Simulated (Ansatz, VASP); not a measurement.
## One calculation of SiC, two programs

The input POSCAR:

```
SiC
1.0
    0.0348378013      2.1693291053      2.1693291053
    2.1693291053      0.0348378013      2.1693291053
    2.1693291053      2.1693291053      0.0348378013
Si C
1 1
Direct
    0.0008006757      0.0008006757      0.0008006757
    0.2491993243      0.2491993243      0.2491993243
```

File INCAR.step1:

```
PREC = Accurate
ENCUT = 520
ISMEAR = 0
SIGMA = 0.01
LREAL = False
LASPH = True
NELM = 60
NBANDS = 11
GGA = PE
ALGO = Normal
EDIFF = 1E-4
LWAVE = True
LCHARG = False
```

The input INCAR.step2:

```
PREC = Accurate
ENCUT = 520
EDIFF = 1E-6
ISMEAR = 0
SIGMA = 0.01
LREAL = False
LASPH = True
NELM = 60
ALGO = Normal
ISIF = 2
LWAVE = False
LCHARG = False
METAGGA = R2SCAN
LMIXTAU = True
NBANDS = 11
ISTART = 1
```

Contents of KPOINTS:

```
regular mesh
0
Gamma
  10 10 10
```

Input for Ansatz:

```yaml
crystal:
  lattice:
    - [0.0348378013, 2.1693291053, 2.1693291053]
    - [2.1693291053, 0.0348378013, 2.1693291053]
    - [2.1693291053, 2.1693291053, 0.0348378013]
  atoms:
    - { symbol: Si, position: [0.0008006757, 0.0008006757, 0.0008006757] }
    - { symbol: C, position: [0.2491993243, 0.2491993243, 0.2491993243] }
kpoints:
  mp_grid: { grid: [10, 10, 10] }
  band_path:
    path:
      - [0.0, 0.0, 0.0]
      - [-0.5, -0.5, 0.0]
      - [-0.375, -0.375, 0.25]
      - [-0.375, 0.0, 0.375]
      - [0.0, 0.0, 0.5]
      - [-0.5, -0.25, 0.25]
      - [0.0, 0.5, 0.5]
    npoints: 1
hamiltonian:
  xc: r2scan
scf:
  occupations: { method: fixed }
  n_extra_bands: 4
output:
  forces: true
  stress: true
  eigenvalues: true
```

Change from the starting cell: epitaxial_111 strain -2.0%.

Alike in both runs: task single point; functional r2SCAN; k mesh 10 × 10 × 10; no spin polarisation.

```csv
,VASP,Ansatz
version,VASP 6.6.1,Ansatz 0.2.0
potentials or method,"VASP PAW PBE potentials, release 64 (Si, C)","plane waves, PAW"
plane-wave cutoff (eV),520,500
occupations,"gaussian, width 0.01 eV",fixed
valence electrons in the cell,8,8
```

```csv
,VASP,Ansatz,Ansatz less VASP
gap on the k mesh at the Fermi level (eV),1.59,1.58,-0.012
pressure (GPa),8.8,9.0,+0.21
"traceless stress, the component that is largest in VASP (GPa)",-4.54,-4.51,+0.026
```

VASP's potentials were made for PBE, not for r2SCAN.
